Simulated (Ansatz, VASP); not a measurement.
**One calculation of LaHfO, two programs**

```
La Hf O
1.0
     3.76609   -4.27811    0.00000
     3.76609    4.27811    0.00000
     0.00000    0.00000    3.69213
La Hf O
2 2 2
Direct
  0.76669 0.23331 0.50000
  0.23331 0.76669 0.50000
  0.28410 0.28410 0.00000
  0.71590 0.71590 0.00000
  0.50000 0.00000 0.00000
  0.00000 0.50000 0.00000
```

Change from the starting cell: the structure that the rattled cell fell into.

Alike in both runs: task relaxation of cell and atoms; functional PBE; k mesh 6 × 6 × 8; occupations gaussian, width 0.1 eV; no spin polarisation.

```csv
,VASP,Ansatz
version,VASP 6.6.1,Ansatz 0.2.0
potentials or method,"VASP PAW PBE potentials, release 64 (La, Hf_pv, O), cutoff 600 eV","scalar-relativistic, plane waves, PAW"
valence electrons in the cell,54,86
```

VASP gave:

| Quantity | Value |
| --- | --- |
| gap on the k mesh at the Fermi level, each at its own relaxed structure (eV) | none |
| relaxed volume (Å³/atom) | 19.73 |
| relaxed length of the cell vector where the two differ most in proportion (Å) | 5.686 |

Q: Which values does Ansatz return?

A: gap on the k mesh at the Fermi level, each at its own relaxed structure (eV): none; relaxed volume (Å³/atom): 19.84; relaxed length of the cell vector where the two differ most in proportion (Å): 5.702.

A gap of «none» marks a metal or a gap that the smearing closes. VASP's potentials hold 54 valence electrons a cell and Ansatz's 86, so a difference there can come from the potentials and not from the codes.

Neither program's run includes spin-orbit coupling.
